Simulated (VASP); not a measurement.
# PbS (I4/mmm) in VASP: notebook, part 3 of 3

VASP 6.6.1. The steps go on from the part before.

## Step 6: Single point, r2SCAN (strain +0.050 along x and y, -0.025 along z)

POSCAR reads:

```
PbS
1.0
    0.0000000000      3.1132500000      2.8908750000
    3.1132500000      0.0000000000      2.8908750000
    3.1132500000      3.1132500000      0.0000000000
Pb S
1 1
Direct
    0.0000000000      0.0000000000      0.0000000000
    0.5000000000      0.5000000000      0.5000000000
```

INCAR.step1 reads:

```
  ALGO = Normal
  EDIFF = 1E-5
  ENCUT = 550
  GGA = PE
  GGA_COMPAT = False
  ISMEAR = 0
  LASPH = True
  LCHARG = False
  LREAL = False
  LWAVE = True
  NBANDS = 17
  NELM = 120
  PREC = Accurate
  SIGMA = 0.05
```

INCAR.step2 reads:

```
  ALGO = Normal
  EDIFF = 1E-6
  ENCUT = 550
  GGA_COMPAT = False
  ISIF = 2
  ISMEAR = 0
  ISTART = 1
  LASPH = True
  LCHARG = False
  LMIXTAU = True
  LREAL = False
  LWAVE = False
  METAGGA = R2SCAN
  NBANDS = 17
  NELM = 120
  PREC = Accurate
  SIGMA = 0.05
```

KPOINTS reads:

```
k-points
0
Gamma
  8 8 8
```

Potentials or basis: VASP PAW PBE potentials, release 64 (Pb_d, S).

Run with:

```
$ cat potpaw_PBE.64/Pb_d/POTCAR potpaw_PBE.64/S/POTCAR > POTCAR
$ cp INCAR.step1 INCAR
$ mpirun -np 1 vasp_std > vasp.out
$ cp INCAR.step2 INCAR
$ mpirun -np 1 vasp_std > vasp.out
```

Run time: 3 min. Hardware: 1 thread of AMD EPYC 9R45 (Zen 5), shared host; peak memory 0.2 GiB.

The run converged. Its results:

| Quantity | Value |
| --- | --- |
| Free energy | -65.5230 eV |
| Pressure | -1.8 GPa |
| Band gap on the k mesh | 0.72 eV |

Stress tensor (GPa, compression positive):
```
-4.54  0.00  0.00
 0.00 -4.54  0.00
 0.00  0.00  3.63
```

Levels at points of the mesh, in eV from the valence-band top:
| k point | band 8 | band 9 | band 10 | band 11 | band 12 | band 13 |
| --- | --- | --- | --- | --- | --- | --- |
| (0.00, 0.00, 0.00) | -2.46 | -1.82 | -1.82 | 4.78 | 4.78 | 6.49 |
| (0.50, 0.00, 0.00) | -1.73 | -1.64 | 0.00 | 0.72 | 2.08 | 2.57 |
| (0.50, 0.50, 0.00) | -4.94 | -3.28 | -3.28 | 4.20 | 5.50 | 5.50 |
| (0.50, 0.00, 0.50) | -4.78 | -3.54 | -2.78 | 4.53 | 5.13 | 5.42 |

Caveat: the cell differs from its parent crystal (strain +0.050 along x and y, -0.025 along z); the stress differs along the axes, from -5 to 4 GPa; the PAW data sets were made with another functional, which shifts forces and pressure a little; spin-orbit coupling is left out, which moves the levels of the heavy elements. A k mesh can miss the band edges.

## Step 7: Single point, r2SCAN (strain +0.050 along x and y, +0.000 along z)

POSCAR reads:

```
PbS
1.0
    0.0000000000      3.1132500000      2.9650000000
    3.1132500000      0.0000000000      2.9650000000
    3.1132500000      3.1132500000      0.0000000000
Pb S
1 1
Direct
    0.0000000000      0.0000000000      0.0000000000
    0.5000000000      0.5000000000      0.5000000000
```

INCAR.step1 reads:

```
SYSTEM = PbS
ALGO = Normal
EDIFF = 1E-5
ENCUT = 550
GGA = PE
GGA_COMPAT = .FALSE.
ISMEAR = 0
LASPH = .TRUE.
LCHARG = .FALSE.
LREAL = .FALSE.
LWAVE = .TRUE.
NBANDS = 17
NELM = 120
PREC = Accurate
SIGMA = 0.05
```

INCAR.step2 reads:

```
SYSTEM = PbS
ALGO = Normal
EDIFF = 1E-6
ENCUT = 550
GGA_COMPAT = .FALSE.
ISIF = 2
ISMEAR = 0
ISTART = 1
LASPH = .TRUE.
LCHARG = .FALSE.
LMIXTAU = .TRUE.
LREAL = .FALSE.
LWAVE = .FALSE.
METAGGA = R2SCAN
NBANDS = 17
NELM = 120
PREC = Accurate
SIGMA = 0.05
```

KPOINTS reads:

```
k-points
0
G
  8 8 8
  0 0 0
```

Run with:

```
$ cat potpaw_PBE.64/Pb_d/POTCAR potpaw_PBE.64/S/POTCAR > POTCAR
$ cp INCAR.step1 INCAR
$ mpirun -np 1 vasp_std > vasp.out
$ cp INCAR.step2 INCAR
$ mpirun -np 1 vasp_std > vasp.out
```

Wall time 3.9 min (1 thread of AMD EPYC 9R45 (Zen 5), shared host); peak memory 0.22 GiB.

The run converged. Its results:

| Property | Result |
| --- | --- |
| Free energy | -65.5369 eV |
| Pressure | -3.4 GPa |
| Band gap on the k mesh | 0.88 eV |

Stress tensor (GPa, compression positive):
```
-4.89  0.00  0.00
 0.00 -4.89  0.00
 0.00  0.00 -0.44
```

Levels at points of the mesh, in eV from the valence-band top:
```tsv
k point	band 8	band 9	band 10	band 11	band 12	band 13
(0.00, 0.00, 0.00)	-2.08	-1.68	-1.68	4.97	4.97	6.05
(0.50, 0.00, 0.00)	-1.51	-1.45	0.00	0.88	2.29	2.58
(0.50, 0.50, 0.00)	-4.60	-2.99	-2.99	4.46	5.57	5.57
(0.50, 0.00, 0.50)	-4.49	-3.16	-2.67	4.67	5.34	5.51
```

Caveat: the cell differs from its parent crystal (strain +0.050 along x and y, +0.000 along z); the cell stands under tension; the PAW data sets were made with another functional, which shifts forces and pressure a little; spin-orbit coupling is left out, which moves the levels of the heavy elements. A k mesh can miss the band edges.

## Step 8: Overview

```tsv
cell	gap on the mesh (eV)	pressure (GPa)
a = 4.248, b = 4.248, c = 4.088 Å, angles 61.2, 61.2, 57.5°, 2 atoms	0.46	2.3
a = 4.144, b = 4.144, c = 4.298 Å, angles 58.8, 58.8, 62.5°, 2 atoms	0.43	2.5
a = 4.194, b = 4.194, c = 4.298 Å, angles 59.2, 59.2, 61.6°, 2 atoms	0.63	0.3
a = 4.198, b = 4.198, c = 4.403 Å, angles 58.4, 58.4, 63.2°, 2 atoms	0.50	0.3
a = 4.248, b = 4.248, c = 4.403 Å, angles 58.8, 58.8, 62.4°, 2 atoms	0.72	-1.8
a = 4.299, b = 4.299, c = 4.403 Å, angles 59.2, 59.2, 61.6°, 2 atoms	0.88	-3.4
```

Alike in all rows: task single point; level r2SCAN; potentials or basis VASP PAW PBE potentials, release 64 (Pb_d, S); no spin polarisation; k mesh 8 × 8 × 8; cutoff (eV) 550; smearing gaussian 0.05 eV.

Caveats: the PAW data sets were made with another functional, which shifts forces and pressure a little; spin-orbit coupling is left out, which moves the levels of the heavy elements; the stress differs along the axes, from -4 to 5 GPa (at least some runs); the stress differs along the axes, from -1 to 10 GPa (at least some runs); the stress differs along the axes, from -2 to 5 GPa (at least some runs); the stress differs along the axes, from -4 to 9 GPa (at least some runs); the stress differs along the axes, from -5 to 4 GPa (at least some runs).

Absolute energies hang on the potentials; compare differences alone.
